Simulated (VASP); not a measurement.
Write the native input for VASP 6.6.1 that does the following.

| Property | Result |
| --- | --- |
| Task | single point |
| Functional | LDA |
| Potentials or basis | VASP PAW LDA potentials, release 64 (Au) |
| Cutoff | 520 eV |
| k mesh | 11 × 11 × 11 |
| Occupations | fermi-dirac, width 0.05 eV |
| Spin | no spin polarisation |
| Dipole correction | no |
| Further INCAR settings | ALGO = Fast; EDIFF = 1e-06; NBANDS = 12 |

The structure of Au lies in POSCAR:

```
Au
1.0
    0.0000000000      2.0749120936      2.0749120936
    2.0749120936      0.0000000000      2.0749120936
    2.0749120936      2.0749120936      0.0000000000
Au
1
Direct
    0.0000000000      0.0000000000      0.0000000000
```

One way to write it, as run:

INCAR

```
SYSTEM = Au
PREC = Accurate
ENCUT = 520
EDIFF = 1E-6
ISMEAR = -1
SIGMA = 0.05
LREAL = .False.
LASPH = .True.
NELM = 100
ALGO = Fast
ISIF = 2
LWAVE = .False.
LCHARG = .False.
NBANDS = 12
```

KPOINTS

```
Automatic mesh
0
Gamma
  11 11 11
  0 0 0
```

Potentials or basis: VASP PAW LDA potentials, release 64 (Au).

Run with:

```sh
$ cat potpaw_LDA.64/Au/POTCAR > POTCAR
$ mpirun -np 1 vasp_std > vasp.out
```

It gave:

* Pressure: -11.4 GPa

Wall time 26 s on 1 thread of AMD EPYC 7571, with other jobs on the host, peak memory 0.1 GiB.
